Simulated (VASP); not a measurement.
## KMgF3: relaxation of cell and atoms with PBE

KMgF3:

```
CELL_PARAMETERS angstrom
3.91895 0.00000 0.00000
0.00000 3.91895 0.00000
0.00000 0.00000 3.91895
ATOMIC_POSITIONS crystal
K 0.50000 0.50000 0.50000
Mg 0.00000 0.00000 0.00000
F 0.00000 0.50000 0.00000
F 0.00000 0.00000 0.50000
F 0.50000 0.00000 0.00000
```

```yaml
Program: VASP 6.6.1
Task: relaxation of cell and atoms
Functional: PBE
Potentials_or_basis: VASP PAW PBE potentials, release 64 (K_sv, Mg, F)
Cutoff: 600 eV
k_mesh: 6 × 6 × 6
Occupations: gaussian, width 0.02 eV
Spin: no spin polarisation
Target_pressure: 8 GPa
Dipole_correction: no
Further_INCAR_settings: ALGO = Normal; EDIFF = 1e-06; IBRION = 2; EDIFFG = -0.008; NSW = 70; ISIF = 3
```

```
Pressure after relaxing : 7.9 GPa
Band gap on the k mesh  : 7.70 eV, indirect (least direct gap 8.03 eV)
```

Final structure:
```yaml
crystal:
  lattice:
    - [3.91895, 0.00000, 0.00000]
    - [0.00000, 3.91895, 0.00000]
    - [0.00000, 0.00000, 3.91895]
  atoms:
    - { symbol: K, position: [0.50000, 0.50000, 0.50000] }
    - { symbol: Mg, position: [0.00000, 0.00000, 0.00000] }
    - { symbol: F, position: [0.00000, 0.50000, 0.00000] }
    - { symbol: F, position: [0.00000, 0.00000, 0.50000] }
    - { symbol: F, position: [0.50000, 0.00000, 0.00000] }
```

Levels at points of the mesh, in eV from the valence-band top:
| k point | band 13 | band 14 | band 15 | band 16 | band 17 | band 18 | band 19 | band 20 |
| --- | --- | --- | --- | --- | --- | --- | --- | --- |
| (0.00, 0.00, 0.00) | -0.67 | -0.32 | -0.32 | -0.32 | 7.70 | 10.15 | 10.15 | 12.37 |
| (0.50, 0.00, 0.00) | -0.92 | -0.92 | -0.56 | -0.56 | 10.44 | 10.98 | 11.26 | 13.06 |
| (0.50, 0.50, 0.00) | -1.13 | -0.94 | -0.94 | -0.02 | 11.22 | 11.95 | 13.11 | 13.13 |
| (0.50, 0.50, 0.50) | -1.16 | 0.00 | 0.00 | 0.00 | 10.65 | 10.65 | 10.65 | 14.40 |

Wall time 20 s on 1 thread of Intel(R) Xeon(R) Platinum 8488C (Sapphire Rapids) (shared host), peak memory 0.19 GiB.

Caveat: the relaxation stopped at its first step, so nothing moved; the cell is relaxed towards a set pressure, so the enthalpy falls and the energy may rise. Expect the measured gap to be larger: semilocal functionals such as PBE lack the derivative discontinuity.
